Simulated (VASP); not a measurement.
# Cu in VASP: further runs

Runs on Cu. Level: LDA. Tasks: single point.

All numbers are computed with VASP 6.6.1; they aren't measurements. Logs are shortened: lines on timing, memory, paths and dates and some standing lists are left out, and cuts for length are marked.

### Step 1. The cell of the first run

The cell holds a slab with vacuum, 3 atoms: a = 2.487 Å, b = 2.487 Å, c = 20.062 Å, α = 90.00°, β = 90.00°, γ = 120.00°.

### Step 2. Single point, LDA

Contents of INCAR:

```
SYSTEM = Cu
  PREC = Accurate
  ENCUT = 520
  EDIFF = 1E-7
  ISMEAR = -1
  SIGMA = 0.05
  LREAL = .FALSE.
  LASPH = .TRUE.
  NELM = 80
  ALGO = Normal
  ISIF = 2
  LWAVE = .FALSE.
  LCHARG = .FALSE.
  LDIPOL = .TRUE.
  IDIPOL = 3
  DIPOL = 0.5 0.5 0.500
  NBANDS = 24
```

Contents of KPOINTS:

```
regular mesh
0
G
  17 17 1
  0 0 0
```

Contents of POSCAR:

```
Cu
1.0
    2.4873748555      0.0000000000      0.0000000000
   -1.2436874278      2.1541298136      0.0000000000
    0.0000000000      0.0000000000     20.0619000000
Cu
3
Direct
    0.1666666665      0.3333333335      0.3987666640
    0.5000000005      0.9999999995      0.4999999997
    0.8333333335      0.6666666665      0.6012333360
```

Potentials or basis: VASP PAW LDA potentials, release 64 (Cu).

Run with:

```
$ cat potpaw_LDA.64/Cu/POTCAR > POTCAR
$ mpirun -np 1 vasp_std > vasp.out
```

OUTCAR:

```text
SYSTEM = Cu
   PREC = Accurate
   ENCUT = 520
   EDIFF = 1E-7
   ISMEAR = -1
   LREAL = .FALSE.
   LASPH = .TRUE.
   NELM = 80
   ISIF = 2

 ion  position               nearest neighbor table
   1  0.167  0.333  0.399-   2 2.49   2 2.49   2 2.49
   2  0.500  1.000  0.500-   1 2.49   1 2.49   1 2.49   3 2.49   3 2.49   3 2.49
   3  0.833  0.667  0.601-   2 2.49   2 2.49   2 2.49

  LATTYP: Found a hexagonal cell.
 ALAT       =     2.4873748555
 C/A-ratio  =     8.0654911967

  Lattice vectors:

 A1 = (   2.4873748555,   0.0000000000,   0.0000000000)
 A2 = (  -1.2436874278,   2.1541298136,   0.0000000000)
 A3 = (   0.0000000000,   0.0000000000,  20.0619000000)

Analysis of symmetry for initial positions (statically):
=====================================================================
 Subroutine PRICEL returns:
 Original cell was already a primitive cell.

 Routine SETGRP: Setting up the symmetry group for a
 hexagonal supercell.

 Subroutine GETGRP returns: Found 12 space group operations
 (whereof  4 operations were pure point group operations)
 out of a pool of 24 trial point group operations.

The static configuration has the point symmetry C_2h.
 The point group associated with its full space group is D_3d.

Analysis of symmetry for dynamics (positions and initial velocities):
=====================================================================
 Subroutine PRICEL returns:
 Original cell was already a primitive cell.

 Routine SETGRP: Setting up the symmetry group for a
 hexagonal supercell.

 Subroutine GETGRP returns: Found 12 space group operations
 (whereof  4 operations were pure point group operations)
 out of a pool of 24 trial point group operations.

The dynamic configuration has the point symmetry C_2h.
 The point group associated with its full space group is D_3d.

 Subroutine INISYM returns: Found 12 space group operations
 (whereof  4 operations are pure point group operations),
 and found     1 'primitive' translations

----------------------------------------------------------------------------------------

                                     Primitive cell

  volume of cell :     107.4942

  direct lattice vectors                    reciprocal lattice vectors
     2.487374856  0.000000000  0.000000000     0.402030276  0.232112288  0.000000000
    -1.243687428  2.154129814  0.000000000     0.000000000  0.464224576  0.000000000
     0.000000000  0.000000000 20.061900000     0.000000000  0.000000000  0.049845727

  length of vectors
     2.487374856  2.487374856 20.061900000     0.464224576  0.464224576  0.049845727

  position of ions in fractional coordinates (direct lattice)
     0.166666666  0.333333334  0.398766664
     0.500000001  0.999999999  0.500000000
     0.833333334  0.666666666  0.601233336

  ion indices of the primitive-cell ions
   primitive index   ion index
                 1           1
                 2           2
                 3           3

----------------------------------------------------------------------------------------

 KPOINTS: regular mesh

Automatic generation of k-mesh.
 Grid dimensions read from file:
 generate k-points for:   17   17    1

 Generating k-lattice:

  Cartesian coordinates                     Fractional coordinates (reciprocal lattice)
     0.023648840  0.013653664  0.000000000     0.058823529 -0.000000000  0.000000000
     0.000000000  0.027307328  0.000000000     0.000000000  0.058823529  0.000000000
     0.000000000  0.000000000  0.049845727     0.000000000  0.000000000  1.000000000

  Length of vectors
     0.027307328  0.027307328  0.049845727

  Shift w.r.t. Gamma in fractional coordinates (k-lattice)
     0.000000000  0.000000000  0.000000000

 Subroutine IBZKPT returns following result:
 ===========================================

 Found     33 irreducible k-points:

 Following reciprocal coordinates:
            Coordinates               Weight
  0.000000  0.000000  0.000000      1.000000
  0.058824  0.000000  0.000000      6.000000
  0.117647 -0.000000  0.000000      6.000000
  0.176471  0.000000  0.000000      6.000000
  0.235294 -0.000000  0.000000      6.000000
  0.294118 -0.000000  0.000000      6.000000
[... 16 lines left out ...]
  0.411765  0.117647  0.000000     12.000000
  0.176471  0.176471  0.000000      6.000000
 [... further k-points ...]
   k-points           NKPTS =     33   k-points in BZ     NKDIM =     33   number of bands    NBANDS=     24
   number of dos      NEDOS =    301   number of ions     NIONS =      3
   total plane-waves  NPLWV =  48600
   dimension x,y,z NGX =    18 NGY =   18 NGZ =  150
   dimension x,y,z NGXF=    36 NGYF=   36 NGZF=  300
   ions per type =               3
   NGX,Y,Z   is equivalent  to a cutoff of  12.03, 12.03, 12.43 a.u.
   NGXF,Y,Z  is equivalent  to a cutoff of  24.06, 24.06, 24.86 a.u.
 SYSTEM =  Cu
   PREC   = accura    normal or accurate (medium, high low for compatibility)
   ISTART =      0    job   : 0-new  1-cont  2-samecut
   ICHARG =      2    charge: 1-file 2-atom 10-const
   ISPIN  =      1    spin polarized calculation?
   LNONCOLLINEAR =      F non collinear calculations
   LSORBIT =      F    spin-orbit coupling
   LASPH  =      T    aspherical Exc in radial PAW
   ENCUT  =  520.0 eV  38.22 Ry    6.18 a.u.   4.62  4.62 37.30*2*pi/ulx,y,z
   NELM   =     80;   NELMIN=  2; NELMDL= -5     # of ELM steps
   EDIFF  = 0.1E-06   stopping-criterion for ELM
   LREAL  =      F    real-space projection
   EDIFFG = 0.1E-05   stopping-criterion for IOM
   NSW    =      0    number of steps for IOM
   IBRION =     -1    ionic relax: 0-MD 1-quasi-New 2-CG
   NFREE  =      0    steps in history (QN), initial steepest desc. (CG)
   ISIF   =      2    stress and relaxation
   ISYM   =      2    0-nonsym 1-usesym 2-fastsym
   POTIM  = 0.5000    time-step for ionic-motion
   TEBEG  =    0.0;   TEEND  =   0.0 temperature during run
   PSTRESS=    0.0 pullay stress
   NELECT =      33.0000    total number of electrons
   NUPDOWN=      -1.0000    fix difference up-down
   EMIN   =  10.00;   EMAX   =-10.00  energy-range for DOS
   EFERMI =   0.00;   METHOD = LEGACY
   ISMEAR =    -1;   SIGMA  =   0.05  broadening in eV -4-tet -1-fermi 0-gaus
   EFERMI_NEDOS =   21; number of points for ismear=-14 and -15
   IALGO  =     38    algorithm
   IMIX   =      4    mixing-type and parameters
     AMIX     =   0.40;   BMIX     =  1.00
     AMIX_MAG =   1.60;   BMIX_MAG =  1.00
  volume/ion in A,a.u.               =      35.83       241.80
  Fermi-wavevector in a.u.,A,eV,Ry     =   1.104378  2.086972 16.594357  1.219651
  Thomas-Fermi vector in A             =   2.240850
   LORBIT       =      0    0 simple, 1 ext, 2 COOP (PROOUT), +10 PAW based schemes
   GGA     = CA    functional components
   LHFCALC =     F    Hartree Fock is set to
   AEXX    =    0.0000 exact exchange contribution
   IVDW    =     0    specifies the selected vdW correction
   LEPSILON=     F    determine dielectric tensor
   LRPA    =     F    only Hartree local field effects (RPA)
 non-spin polarized calculation
  energy-cutoff  :      520.00
  volume of cell :      107.49
 maximum number of plane-waves:      2924
   NGX =  9   NGY =  9   NGZ = 75

 number of electron      32.9999950 magnetization

 dipolmoment           0.000000      0.000000      0.000000 electrons x Angstroem

 Free energy of the ion-electron system (eV)
  ---------------------------------------------------
  ext. energy  EPLUGINS =         0.00000000
  ---------------------------------------------------
  free energy    TOTEN  =       -12.95942259 eV

  energy without entropy =      -12.95327351  energy(sigma->0) =      -12.95634805

 E-fermi :  -1.0392     XC(G=0):  -5.0958

 val. band max:       -1.0398220825   @ k =   0.1765   0.0588   0.0000
 cond. band min:      -0.8919869858   @ k =   0.0588   0.0000   0.0000
 fundamental gap:      0.1478350967
 Fermi energy:        -1.0392153946

 k-point     1 :       0.0000    0.0000    0.0000
  band No.  band energies     occupation
      1     -10.1140      2.00000
      2      -8.0309      2.00000
      3      -6.5645      2.00000
      4      -4.2343      2.00000
      5      -4.1749      2.00000
      6      -4.1749      2.00000
[... 16 lines left out ...]
     23       6.2496      0.00000
     24       6.5845      0.00000

 k-point     2 :       0.0588    0.0000    0.0000
  band No.  band energies     occupation
      1      -9.9974      2.00000
      2      -7.9213      2.00000
      3      -6.4754      2.00000
      4      -4.2661      2.00000
      5      -4.2324      2.00000
      6      -4.1461      2.00000
[... 16 lines left out ...]
     23       6.3615      0.00000
     24       6.6813      0.00000

 k-point     3 :       0.1176   -0.0000    0.0000
  band No.  band energies     occupation
      1      -9.6526      2.00000
      2      -7.6030      2.00000
      3      -6.2231      2.00000
      4      -4.4287      2.00000
      5      -4.2755      2.00000
      6      -4.2177      2.00000
[... 16 lines left out ...]
     23       6.6968      0.00000
     24       6.9746      0.00000
[... 514 lines left out ...]
 k-point    23 :       0.4118    0.1176    0.0000
  band No.  band energies     occupation
      1      -5.9397      2.00000
      2      -5.7536      2.00000
      3      -5.3951      2.00000
      4      -5.2087      2.00000
      5      -4.6898      2.00000
      6      -4.2203      2.00000
[... 16 lines left out ...]
     23       9.8095      0.00000
     24      10.5070      0.00000

 k-point    24 :       0.1765    0.1765    0.0000
  band No.  band energies     occupation
      1      -7.3416      2.00000
      2      -5.9295      2.00000
      3      -5.0604      2.00000
      4      -4.9472      2.00000
      5      -4.5690      2.00000
      6      -4.3956      2.00000
[... 16 lines left out ...]
     23       9.2223      0.00000
     24       9.2696      0.00000

 [... further k-points ...]

------------------------ aborting loop because EDIFF is reached ----------------------------------------

 vacuum level on the upper side and lower side of the slab       (xc-potential included)        -0.101        -0.101

  FORCE on cell =-STRESS in cart. coord.  units (eV):
  Direction    XX          YY          ZZ          XY          YZ          ZX
  --------------------------------------------------------------------------------------
  -------------------------------------------------------------------------------------
  Total       -1.4163817     -1.4163817     -0.5156751      0.0000000      0.0000000     -0.0000000
  in kB      -21.1108497    -21.1108497     -7.6860208      0.0000000      0.0000000     -0.0000000
  external PRESSURE =     -16.6359067 kB  Pullay stress =       0.0000000 kB

 VOLUME and BASIS-vectors are now :
 -----------------------------------------------------------------------------
  energy-cutoff  :      520.00
  volume of cell :      107.49
      direct lattice vectors                 reciprocal lattice vectors
     2.487374856  0.000000000  0.000000000     0.402030276  0.232112288  0.000000000
    -1.243687428  2.154129814  0.000000000     0.000000000  0.464224576  0.000000000
     0.000000000  0.000000000 20.061900000     0.000000000  0.000000000  0.049845727

 POSITION                                       TOTAL-FORCE (eV/Angst)
 -----------------------------------------------------------------------------------
     -0.00000      0.71804      8.00002        -0.000000      0.000000      0.123416
      0.00000      2.15413     10.03095        -0.000000      0.000000      0.000000
      1.24369      1.43609     12.06188         0.000000     -0.000000     -0.123416
 -----------------------------------------------------------------------------------
    total drift:                               -0.000000      0.000000      0.000005

  FREE ENERGIE OF THE ION-ELECTRON SYSTEM (eV)
  ---------------------------------------------------
  free  energy   TOTEN  =       -12.9594225932 eV

  energy  without entropy=      -12.9532735113  energy(sigma->0) =      -12.95634805

 vacuum level on the upper side and lower side of the slab         4.082         4.082
```

Wall time 46 s (1 thread of Intel Xeon 6975P-C (Granite Rapids), shared host); peak memory 0.2 GiB.

What came out:

```yaml
Free_energy: -12.9594 eV
Largest_force: 0.123 eV/Å
```

Forces on the atoms (eV/Å):
```
Cu   0.000  0.000  0.123
Cu   0.000  0.000  0.000
Cu   0.000  0.000 -0.123
```

Levels at points of the mesh, in eV from the Fermi level:
```csv
k point,band 14,band 15,band 16,band 17,band 18,band 19,band 20,band 21
"(0.00, 0.00, 0.00)",-1.84,-1.84,-1.59,-1.59,-1.58,-0.16,4.58,5.12
```

### Step 3. Single point, LDA

Contents of INCAR:

```
PREC = Accurate
ENCUT = 520
EDIFF = 1E-6
ISMEAR = -1
SIGMA = 0.05
LREAL = False
LASPH = True
NELM = 80
ALGO = Normal
ISIF = 2
LWAVE = False
LCHARG = False
LDIPOL = True
IDIPOL = 3
DIPOL = 0.5 0.5 0.500
GGA = CA
NBANDS = 24
```

Contents of KPOINTS:

```
Automatic mesh
0
Gamma
  17 17 1
```

Contents of POSCAR:

```
Cu
1.0
    2.4873748555      0.0000000000      0.0000000000
   -1.2436874278      2.1541298136      0.0000000000
    0.0000000000      0.0000000000     20.0619000000
Cu
3
Direct
    0.1666666667      0.3333333333      0.4002530736
    0.5000000000      1.0000000000      0.5000000120
    0.8333333333      0.6666666667      0.5997469141
```

Potentials or basis: VASP PAW LDA potentials, release 64 (Cu).

Run with:

```
$ cat potpaw_LDA.64/Cu/POTCAR > POTCAR
$ mpirun -np 1 vasp_std > vasp.out
```

OUTCAR:

```text
PREC = Accurate
   ENCUT = 520
   EDIFF = 1E-6
   ISMEAR = -1
   LREAL = False
   LASPH = True
   NELM = 80
   ISIF = 2
   GGA = CA

 ion  position               nearest neighbor table
   1  0.167  0.333  0.400-   2 2.46   2 2.46   2 2.46
   2  0.500  0.000  0.500-   3 2.46   3 2.46   3 2.46   1 2.46   1 2.46   1 2.46
   3  0.833  0.667  0.600-   2 2.46   2 2.46   2 2.46

  LATTYP: Found a hexagonal cell.
 ALAT       =     2.4873748555
 C/A-ratio  =     8.0654911967

  Lattice vectors:

[... 847 lines left out ...]
  Direction    XX          YY          ZZ          XY          YZ          ZX
  --------------------------------------------------------------------------------------
  -------------------------------------------------------------------------------------
  Total       -1.1887104     -1.1887104      0.1135537      0.0000000     -0.0000000     -0.0000000
  in kB      -17.7174601    -17.7174601      1.6924925      0.0000000     -0.0000000     -0.0000000
  external PRESSURE =     -11.2474759 kB  Pullay stress =       0.0000000 kB

 VOLUME and BASIS-vectors are now :
 -----------------------------------------------------------------------------
  energy-cutoff  :      520.00
  volume of cell :      107.49
      direct lattice vectors                 reciprocal lattice vectors
     2.487374856  0.000000000  0.000000000     0.402030276  0.232112288  0.000000000
    -1.243687428  2.154129814  0.000000000     0.000000000  0.464224576  0.000000000
     0.000000000  0.000000000 20.061900000     0.000000000  0.000000000  0.049845727

 POSITION                                       TOTAL-FORCE (eV/Angst)
 -----------------------------------------------------------------------------------
      0.00000      0.71804      8.02984        -0.000000     -0.000000     -0.036334
      1.24369      0.00000     10.03095         0.000000      0.000000      0.000000
      1.24369      1.43609     12.03206        -0.000000      0.000000      0.036334
 -----------------------------------------------------------------------------------
    total drift:                                0.000000     -0.000000      0.000001

  FREE ENERGIE OF THE ION-ELECTRON SYSTEM (eV)
  ---------------------------------------------------
  free  energy   TOTEN  =       -12.9622227174 eV

  energy  without entropy=      -12.9566733239  energy(sigma->0) =      -12.95944802

 vacuum level on the upper side and lower side of the slab         4.062         4.062
```

It took 44 s on 1 thread of Intel Xeon 6975P-C (Granite Rapids), shared host; peak memory 0.2 GiB.

What came out:

```
Free energy   : -12.9622 eV
Largest force : 0.036 eV/Å
```

Forces on the atoms (eV/Å):
```
Cu   0.000  0.000 -0.036
Cu   0.000  0.000  0.000
Cu   0.000  0.000  0.036
```
